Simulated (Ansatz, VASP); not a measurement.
**H in VASP and in Ansatz**

File INCAR:

```
SYSTEM = H
PREC = Accurate
ENCUT = 520
EDIFF = 1E-6
ISMEAR = 0
SIGMA = 0.05
LREAL = .False.
LASPH = .True.
NELM = 100
ALGO = Normal
ISIF = 2
LWAVE = .False.
LCHARG = .False.
GGA = CA
NBANDS = 8
```

KPOINTS

```
Automatic mesh
0
Gamma
  10 10 10
  0 0 0
```

The input POSCAR:

```
H
1.0
   -1.6915344700      1.7422805041      2.0584739900
    1.6915344700     -1.7422805041      2.0584739900
    1.6915344700      1.7422805041     -2.0584739900
H
2
Direct
    0.9098622900      0.9098622900      0.0000000000
    0.0901377100      0.0901377100      0.0000000000
```

Input for Ansatz:

```yaml
crystal:
  lattice:
    - [-1.69153447, 1.7422805041, 2.05847399]
    - [1.69153447, -1.7422805041, 2.05847399]
    - [1.69153447, 1.7422805041, -2.05847399]
  atoms:
    - { symbol: H, position: [0.90986229, 0.90986229, 0.0] }
    - { symbol: H, position: [0.09013771, 0.09013771, 0.0] }
basis:
  ecutwfc: 420
kpoints:
  mp_grid: { grid: [10, 10, 10] }
hamiltonian:
  xc: lda
scf:
  occupations: { method: gaussian, width: 0.05 }
output:
  forces: true
  stress: true
  eigenvalues: true
```

Change from the starting cell: strain +0.0300 x Voigt [0, 1, 0, 0, 0, 0], atoms carried along.

Alike in both runs: task single point; functional LDA; k mesh 10 × 10 × 10; occupations gaussian, width 0.05 eV; no spin polarisation.

|  | VASP | Ansatz |
| --- | --- | --- |
| version | VASP 6.6.1 | Ansatz 0.2.0 |
| potentials or method | VASP PAW LDA potentials, release 64 (H), cutoff 520 eV | scalar-relativistic, plane waves, PAW |
| valence electrons in the cell | 2 | 2 |

Ansatz gave:

- gap on the k mesh at the Fermi level (eV): 8.28
- least direct gap on the mesh (eV): 9.15
- pressure (GPa): 0.9
- traceless stress, the component that is largest in VASP (GPa): 3.17
- rms of the force components (eV/Å): 0.553

Question: Which values does VASP return?

Answer: gap on the k mesh at the Fermi level (eV): 8.27; least direct gap on the mesh (eV): 9.14; pressure (GPa): 0.7; traceless stress, the component that is largest in VASP (GPa): 3.17; rms of the force components (eV/Å): 0.558.

LDA's correlation is that of Perdew and Zunger in VASP and of Perdew and Wang (1992) in Ansatz. Atom by atom the forces differ by 0.006 eV/Å (rms over components).
